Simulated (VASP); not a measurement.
# Ga (I4/mmm) in VASP: further runs, part 2 of 2

VASP 6.6.1.

## (3) Single point, LDA

This run uses another cell than the first one: it holds 1 atom, not 2.

Input file INCAR:

```
ALGO = Normal ; EDIFF = 1E-6
ENCUT = 520 ; ISIF = 2
ISMEAR = -1 ; LASPH = True
LCHARG = False ; LREAL = False
LWAVE = False ; NBANDS = 12
NELM = 100 ; PREC = Accurate
SIGMA = 0.05
```

Input file KPOINTS:

```
k-points
0
Gamma
  13 13 13
```

Input file POSCAR:

```
Ga
1.0
   -1.3561377546      1.3561377546      2.2640427644
    1.3561377546     -1.3561377546      2.2640427644
    1.3561377546      1.3561377546     -2.2640427644
Ga
1
Direct
    0.0000000000      0.0000000000      0.0000000000
```

Potentials or basis: VASP PAW LDA potentials, release 64 (Ga_d).

Launch:

```bash
$ cat potpaw_LDA.64/Ga_d/POTCAR > POTCAR
$ mpirun -np 1 vasp_std > vasp.out
```

OUTCAR:

```text
EDIFF = 1E-6
   ENCUT = 520
   ISIF = 2
   ISMEAR = -1
   LASPH = True
   LREAL = False
   NELM = 100
   PREC = Accurate

 ion  position               nearest neighbor table
   1  0.000  0.000  0.000-

  LATTYP: Found a body centered tetragonal cell.
 ALAT       =     2.7122755092
 C/A-ratio  =     1.6694784558

  Lattice vectors:

 A1 = (  -1.3561377546,   1.3561377546,   2.2640427644)
 A2 = (   1.3561377546,  -1.3561377546,   2.2640427644)
 A3 = (   1.3561377546,   1.3561377546,  -2.2640427644)

Analysis of symmetry for initial positions (statically):
=====================================================================
 Subroutine PRICEL returns:
 Original cell was already a primitive cell.

 Routine SETGRP: Setting up the symmetry group for a
 body centered tetragonal supercell.

 Subroutine GETGRP returns: Found 16 space group operations
 (whereof 16 operations were pure point group operations)
 out of a pool of 16 trial point group operations.

The static configuration has the point symmetry D_4h.

Analysis of symmetry for dynamics (positions and initial velocities):
[... 168 lines left out ...]
      3      -8.5320      2.00000
      4      -8.5320      2.00000
      5      -8.3423      2.00000
      6      -5.5217      2.00000
      7      19.7955      0.00000
      8      20.0987      0.00000
      9      20.0987      0.00000
     10      23.5624      0.00000
     11      23.6104      0.00000
     12      24.4871      0.00000
[... 331 lines left out ...]
 k-point    24 :       0.4615    0.1538    0.0000
  band No.  band energies     occupation
      1      -8.7006      2.00000
      2      -8.6196      2.00000
      3      -8.5401      2.00000
      4      -8.4032      2.00000
      5      -8.2902      2.00000
      6       2.0550      2.00000
      7       2.7175      2.00000
      8      13.2766      0.00000
      9      15.1408      0.00000
     10      19.1395      0.00000
     11      21.5982      0.00000
     12      28.2229      0.00000

 [... further k-points ...]

------------------------ aborting loop because EDIFF is reached ----------------------------------------

  FORCE on cell =-STRESS in cart. coord.  units (eV):
  Direction    XX          YY          ZZ          XY          YZ          ZX
  --------------------------------------------------------------------------------------
  -------------------------------------------------------------------------------------
  Total        0.1811548      0.1811548      0.1567819      0.0000000     -0.0000000      0.0000000
  in kB       17.4264182     17.4264182     15.0818417      0.0000000     -0.0000000      0.0000000
  external PRESSURE =      16.6448927 kB  Pullay stress =       0.0000000 kB

 VOLUME and BASIS-vectors are now :
 -----------------------------------------------------------------------------
  energy-cutoff  :      520.00
  volume of cell :       16.66
      direct lattice vectors                 reciprocal lattice vectors
    -1.356137755  1.356137755  2.264042764     0.000000000  0.368694108  0.220843885
     1.356137755 -1.356137755  2.264042764     0.368694108  0.000000000  0.220843885
     1.356137755  1.356137755 -2.264042764     0.368694108  0.368694108  0.000000000

 POSITION                                       TOTAL-FORCE (eV/Angst)
 -----------------------------------------------------------------------------------
      0.00000      0.00000      0.00000        -0.000000      0.000000      0.000000
 -----------------------------------------------------------------------------------
    total drift:                                0.000000      0.000000     -0.000000

  FREE ENERGIE OF THE ION-ELECTRON SYSTEM (eV)
  ---------------------------------------------------
  free  energy   TOTEN  =        -3.5649505120 eV

  energy  without entropy=       -3.5622577333  energy(sigma->0) =       -3.56360412
```

OSZICAR:

```text
N       E                     dE             d eps       ncg     rms          rms(c)
DAV:   1     0.424877416365E+02    0.42488E+02   -0.66121E+03  5148   0.195E+03
DAV:   2    -0.159457887338E+01   -0.44082E+02   -0.42347E+02  4948   0.264E+02
DAV:   3    -0.359573003310E+01   -0.20012E+01   -0.19971E+01  5440   0.454E+01
DAV:   4    -0.361065437874E+01   -0.14924E-01   -0.14923E-01  5392   0.414E+00
DAV:   5    -0.361080479396E+01   -0.15042E-03   -0.15041E-03  5624   0.399E-01    0.102E+00
DAV:   6    -0.357481048076E+01    0.35994E-01   -0.51705E-02  5888   0.488E+00    0.484E-01
DAV:   7    -0.356598003788E+01    0.88304E-02   -0.84397E-03  5872   0.159E+00    0.131E-01
DAV:   8    -0.356495147251E+01    0.10286E-02   -0.95224E-04  5836   0.552E-01    0.885E-03
DAV:   9    -0.356495051202E+01    0.96048E-06   -0.83380E-06  5836   0.442E-02
   1 F= -.35649505E+01 E0= -.35636041E+01  d E =-.269278E-02
```

It took 9.5 s on 1 thread of Intel Xeon 6975P-C (Granite Rapids), shared host; peak memory 0.15 GiB.

Results:

```yaml
Free_energy: -3.5650 eV
Pressure: 1.7 GPa
```

Stress tensor (GPa, compression positive):
```
1.74 0.00 0.00
0.00 1.74 0.00
0.00 0.00 1.51
```

## (4) Single point, LDA

This run uses another cell than the first one: it holds 1 atom, not 2.

Input file INCAR:

```
SYSTEM = Ga
  PREC = Accurate
  ENCUT = 520
  EDIFF = 1E-6
  ISMEAR = -1
  SIGMA = 0.05
  LREAL = .False.
  LASPH = .True.
  NELM = 100
  ALGO = Normal
  ISIF = 2
  LWAVE = .False.
  LCHARG = .False.
  NBANDS = 12
```

Input file KPOINTS:

```
Automatic mesh
0
Gamma
  13 13 13
  0 0 0
```

Input file POSCAR:

```
Ga
1.0
   -1.3656883352      1.3656883352      2.2799872528
    1.3656883352     -1.3656883352      2.2799872528
    1.3656883352      1.3656883352     -2.2799872528
Ga
1
Direct
    0.0000000000      0.0000000000      0.0000000000
```

Potentials or basis: VASP PAW LDA potentials, release 64 (Ga_d).

Launch:

```bash
$ cat potpaw_LDA.64/Ga_d/POTCAR > POTCAR
$ mpirun -np 1 vasp_std > vasp.out
```

OUTCAR:

```text
SYSTEM = Ga
   PREC = Accurate
   ENCUT = 520
   EDIFF = 1E-6
   ISMEAR = -1
   LREAL = .False.
   LASPH = .True.
   NELM = 100
   ISIF = 2

 ion  position               nearest neighbor table
   1  0.000  0.000  0.000-

  LATTYP: Found a body centered tetragonal cell.
 ALAT       =     2.7313766704
 C/A-ratio  =     1.6694784557

  Lattice vectors:

 A1 = (  -1.3656883352,   1.3656883352,   2.2799872528)
 A2 = (   1.3656883352,  -1.3656883352,   2.2799872528)
 A3 = (   1.3656883352,   1.3656883352,  -2.2799872528)

Analysis of symmetry for initial positions (statically):
=====================================================================
 Subroutine PRICEL returns:
 Original cell was already a primitive cell.

 Routine SETGRP: Setting up the symmetry group for a
 body centered tetragonal supercell.

 Subroutine GETGRP returns: Found 16 space group operations
 (whereof 16 operations were pure point group operations)
 out of a pool of 16 trial point group operations.

The static configuration has the point symmetry D_4h.

Analysis of symmetry for dynamics (positions and initial velocities):
=====================================================================
 Subroutine PRICEL returns:
 Original cell was already a primitive cell.

 Routine SETGRP: Setting up the symmetry group for a
 body centered tetragonal supercell.

 Subroutine GETGRP returns: Found 16 space group operations
 (whereof 16 operations were pure point group operations)
 out of a pool of 16 trial point group operations.

The dynamic configuration has the point symmetry D_4h.

 Subroutine INISYM returns: Found 16 space group operations
 (whereof 16 operations are pure point group operations),
 and found     1 'primitive' translations

----------------------------------------------------------------------------------------

                                     Primitive cell

  volume of cell :      17.0097
[... 107 lines left out ...]
     AMIX_MAG =   1.60;   BMIX_MAG =  1.00
  volume/ion in A,a.u.               =      17.01       114.79
  Fermi-wavevector in a.u.,A,eV,Ry     =   1.496778  2.828500 30.481739  2.240345
  Thomas-Fermi vector in A             =   2.608751
   LORBIT       =      0    0 simple, 1 ext, 2 COOP (PROOUT), +10 PAW based schemes
   GGA     = CA    functional components
   LHFCALC =     F    Hartree Fock is set to
   AEXX    =    0.0000 exact exchange contribution
   IVDW    =     0    specifies the selected vdW correction
   LEPSILON=     F    determine dielectric tensor
   LRPA    =     F    only Hartree local field effects (RPA)
 non-spin polarized calculation
  energy-cutoff  :      520.00
  volume of cell :       17.01
 maximum number of plane-waves:       473
   NGX = 11   NGY = 11   NGZ = 11

 number of electron      13.0000003 magnetization

 Free energy of the ion-electron system (eV)
  ---------------------------------------------------
  ext. energy  EPLUGINS =         0.00000000
  ---------------------------------------------------
  free energy    TOTEN  =        -3.56723407 eV

  energy without entropy =       -3.56451895  energy(sigma->0) =       -3.56587651

 E-fermi :   6.2443     XC(G=0): -11.8649

 val. band max:        6.2285011440   @ k =  -0.1538  -0.3846   0.0769
 cond. band min:       6.2841319833   @ k =  -0.3077  -0.3846   0.0769
 fundamental gap:      0.0556308393
 Fermi energy:         6.2442555952

 k-point     1 :       0.0000    0.0000    0.0000
  band No.  band energies     occupation
      1      -8.9430      2.00000
      2      -8.7671      2.00000
      3      -8.7283      2.00000
      4      -8.7283      2.00000
      5      -8.5477      2.00000
      6      -5.5639      2.00000
      7      19.3041      0.00000
      8      19.6284      0.00000
      9      19.6284      0.00000
     10      23.1264      0.00000
     11      23.2694      0.00000
     12      24.0609      0.00000
[... 331 lines left out ...]
 k-point    24 :       0.4615    0.1538    0.0000
  band No.  band energies     occupation
      1      -8.8859      2.00000
      2      -8.8105      2.00000
      3      -8.7353      2.00000
      4      -8.6052      2.00000
      5      -8.4981      2.00000
      6       1.8460      2.00000
      7       2.5938      2.00000
      8      12.9451      0.00000
      9      14.7887      0.00000
     10      18.7687      0.00000
     11      21.1934      0.00000
     12      27.7013      0.00000

 [... further k-points ...]
[... 5 lines left out ...]
  --------------------------------------------------------------------------------------
  -------------------------------------------------------------------------------------
  Total        0.0140378      0.0140378      0.0172365      0.0000000      0.0000000      0.0000000
  in kB        1.3222522      1.3222522      1.6235440      0.0000000      0.0000000      0.0000000
  external PRESSURE =       1.4226828 kB  Pullay stress =       0.0000000 kB

 VOLUME and BASIS-vectors are now :
 -----------------------------------------------------------------------------
  energy-cutoff  :      520.00
  volume of cell :       17.01
      direct lattice vectors                 reciprocal lattice vectors
    -1.365688335  1.365688335  2.279987253     0.000000000  0.366115743  0.219299472
     1.365688335 -1.365688335  2.279987253     0.366115743  0.000000000  0.219299472
     1.365688335  1.365688335 -2.279987253     0.366115743  0.366115743  0.000000000

 POSITION                                       TOTAL-FORCE (eV/Angst)
 -----------------------------------------------------------------------------------
      0.00000      0.00000      0.00000         0.000000     -0.000000     -0.000000
 -----------------------------------------------------------------------------------
    total drift:                                0.000000      0.000000     -0.000000

  FREE ENERGIE OF THE ION-ELECTRON SYSTEM (eV)
  ---------------------------------------------------
  free  energy   TOTEN  =        -3.5672340708 eV

  energy  without entropy=       -3.5645189452  energy(sigma->0) =       -3.56587651
```

It took 8.6 s on 1 thread of Intel Xeon 6975P-C (Granite Rapids), shared host; peak memory 0.15 GiB.

What came out:

```
Free energy : -3.5672 eV
Pressure    : 0.1 GPa
```

Levels at points of the mesh, in eV from the Fermi level:
| k point | band 3 | band 4 | band 5 | band 6 | band 7 | band 8 | band 9 | band 10 |
| --- | --- | --- | --- | --- | --- | --- | --- | --- |
| (0.00, 0.00, 0.00) | -14.97 | -14.97 | -14.79 | -11.81 | 13.06 | 13.38 | 13.38 | 16.88 |

## (5) Single point, LDA

This run uses another cell than the first one: it holds 1 atom, not 2.

Input file INCAR:

```
ALGO = Fast ; EDIFF = 1E-6
ENCUT = 520 ; ISIF = 2
ISMEAR = -1 ; LASPH = T
LCHARG = F ; LREAL = F
LWAVE = F ; NBANDS = 12
NELM = 60 ; PREC = Accurate
SIGMA = 0.05
```

Input file KPOINTS:

```
k-points
0
Gamma
  13 13 13
```

Input file POSCAR:

```
Ga
1.0
   -1.3751071731      1.3751071731      2.2957117997
    1.3751071731     -1.3751071731      2.2957117997
    1.3751071731      1.3751071731     -2.2957117997
Ga
1
Direct
    0.0000000000      0.0000000000      0.0000000000
```

Launch:

```bash
$ cat potpaw_LDA.64/Ga_d/POTCAR > POTCAR
$ mpirun -np 1 vasp_std > vasp.out
```

Wall time 11 s (1 thread of Intel Xeon 6975P-C (Granite Rapids), shared host); peak memory 0.15 GiB.

Results (log left out):

| Item | Value |
| --- | --- |
| Free energy | -3.5663 eV |
| Pressure | -1.0 GPa |

Stress tensor (GPa, compression positive):
```
-1.13  0.00  0.00
 0.00 -1.13  0.00
 0.00  0.00 -0.89
```

Levels at points of the mesh, in eV from the Fermi level:
| k point | band 2 | band 3 | band 4 | band 5 | band 6 | band 7 | band 8 | band 9 | band 10 | band 11 |
| --- | --- | --- | --- | --- | --- | --- | --- | --- | --- | --- |
| (0.00, 0.00, 0.00) | -14.99 | -14.95 | -14.95 | -14.78 | -11.63 | 12.80 | 13.15 | 13.15 | 16.68 | 16.91 |

## (6) Single point, LDA

This run uses another cell than the first one: it holds 1 atom, not 2.

Input file INCAR:

```
SYSTEM = Ga
ALGO     = Normal         ! electronic algorithm
EDIFF    = 1E-6           ! SCF threshold, eV
ENCUT    = 520            ! plane-wave cutoff, eV
GGA      = CA             ! functional
ISIF     = 2              ! what is computed and relaxed
ISMEAR   = -1             ! smearing method
LASPH    = .TRUE.         ! aspherical terms in the spheres
LCHARG   = .TRUE.         ! write CHGCAR
LELF     = .TRUE.         ! ELF
LREAL    = .FALSE.        ! projectors in reciprocal space
LVHAR    = .TRUE.       
LWAVE    = .FALSE.        ! write WAVECAR
NBANDS   = 12             ! bands
NELM     = 100            ! most SCF steps
PREC     = Accurate       ! precision mode
SIGMA    = 0.05           ! smearing width, eV
```

Input file KPOINTS:

```
k-points
0
G
  13 13 13
  0 0 0
```

Input file POSCAR:

```
Ga
1.0
   -1.3843987196      1.3843987196      2.3112238365
    1.3843987196     -1.3843987196      2.3112238365
    1.3843987196      1.3843987196     -2.3112238365
Ga
1
Direct
    0.0000000000      0.0000000000      0.0000000000
```

Potentials or basis: VASP PAW LDA potentials, release 64 (Ga_d).

Launch:

```bash
$ cat potpaw_LDA.64/Ga_d/POTCAR > POTCAR
$ mpirun -np 1 vasp_std > vasp.out
```

It took 9.6 s on 1 thread of Intel Xeon 6975P-C (Granite Rapids), shared host; peak memory 0.15 GiB.

Results (log left out):

```yaml
Free_energy: -3.5626 eV
Pressure: -2.3 GPa
```

Stress tensor (GPa, compression positive):
```
-2.45  0.00  0.00
 0.00 -2.45  0.00
 0.00  0.00 -2.09
```

Levels at points of the mesh, in eV from the Fermi level:
| k point | band 4 | band 5 | band 6 | band 7 | band 8 | band 9 |
| --- | --- | --- | --- | --- | --- | --- |
| (0.00, 0.00, 0.00) | -14.92 | -14.76 | -11.46 | 12.56 | 12.92 | 12.92 |

## (7) Summary

```csv
cell,k mesh,smearing,gap on the mesh (eV),pressure (GPa)
"a = 2.805, b = 2.805, c = 4.683 Å, 2 atoms",9 × 9 × 6,fermi-dirac 0.1 eV,none,-4.1
"a = 2.967 Å, angles 125.6, 125.6, 80.5°, 1 atom",13 × 13 × 13,fermi-dirac 0.05 eV,none,1.7
"a = 2.988 Å, angles 125.6, 125.6, 80.5°, 1 atom",13 × 13 × 13,fermi-dirac 0.05 eV,none,0.1
"a = 3.009 Å, angles 125.6, 125.6, 80.5°, 1 atom",13 × 13 × 13,fermi-dirac 0.05 eV,none,-1.0
"a = 3.029 Å, angles 125.6, 125.6, 80.5°, 1 atom",13 × 13 × 13,fermi-dirac 0.05 eV,none,-2.3
```

Alike in all rows: task single point; level LDA; potentials or basis VASP PAW LDA potentials, release 64 (Ga_d); no spin polarisation; cutoff (eV) 520.

Absolute energies hang on the potentials; compare differences alone.
